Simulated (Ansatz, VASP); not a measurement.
## One calculation of WS2, two programs

The input INCAR:

```
SYSTEM = WS2
PREC = Accurate
ENCUT = 520
EDIFF = 1E-7
ISMEAR = 0
SIGMA = 0.1
LREAL = .FALSE.
LASPH = .TRUE.
NELM = 80
ALGO = Normal
ISIF = 2
LWAVE = .FALSE.
LCHARG = .FALSE.
GGA = PE
NBANDS = 35
```

The input KPOINTS:

```
Automatic mesh
0
G
  6 6 2
  0 0 0
```

The input POSCAR:

```
WS2
1.0
    3.1528147155      0.0000000000      0.0000000000
   -1.5764073577      2.7304176370      0.0000000000
    0.0000000000      0.0000000000     14.2820145019
W S
2 4
Direct
    0.6666666667      0.3333333333      0.7500000000
    0.3333333333      0.6666666667      0.2500000000
    0.3333333333      0.6666666667      0.8615431190
    0.6666666667      0.3333333333      0.3615431190
    0.3333333333      0.6666666667      0.6384568810
    0.6666666667      0.3333333333      0.1384568810
```

Input for Ansatz:

```yaml
crystal:
  lattice:
    - [3.1528147155, 0.0, 0.0]
    - [-1.5764073577, 2.730417637, 0.0]
    - [0.0, 0.0, 14.2820145019]
  atoms:
    - { symbol: W, position: [0.6666666667, 0.3333333333, 0.75] }
    - { symbol: W, position: [0.3333333333, 0.6666666667, 0.25] }
    - { symbol: S, position: [0.3333333333, 0.6666666667, 0.861543119] }
    - { symbol: S, position: [0.6666666667, 0.3333333333, 0.361543119] }
    - { symbol: S, position: [0.3333333333, 0.6666666667, 0.638456881] }
    - { symbol: S, position: [0.6666666667, 0.3333333333, 0.138456881] }
basis:
  ecutwfc: 420
kpoints:
  mp_grid: { grid: [6, 6, 2] }
hamiltonian:
  xc: pbe
scf:
  occupations: { method: gaussian, width: 0.1 }
output:
  forces: true
  stress: true
  eigenvalues: true
```

Alike in both runs: task single point; functional PBE; k mesh 6 × 6 × 2; occupations gaussian, width 0.1 eV; no spin polarisation.

```csv
,VASP,Ansatz
version,VASP 6.6.1,Ansatz 0.2.0
potentials or method,"VASP PAW PBE potentials, release 64 (W_sv, S), cutoff 520 eV","scalar-relativistic, plane waves, PAW"
valence electrons in the cell,52,52
```

VASP gave:

* gap on the k mesh at the Fermi level (eV): 1.64
* least direct gap on the mesh (eV): 1.97
* pressure (GPa): 1.0
* traceless stress, the component that is largest in VASP (GPa): -2.49
* rms of the force components (eV/Å): 0.086

What did Ansatz give for the same quantities?

gap on the k mesh at the Fermi level (eV): 1.64; least direct gap on the mesh (eV): 1.96; pressure (GPa): 1.1; traceless stress, the component that is largest in VASP (GPa): -2.48; rms of the force components (eV/Å): 0.088.

Atom by atom the forces differ by 0.002 eV/Å (rms over components). With one functional, cell and mesh, what is left measures potentials, basis and numerics.

Neither program's run includes spin-orbit coupling.
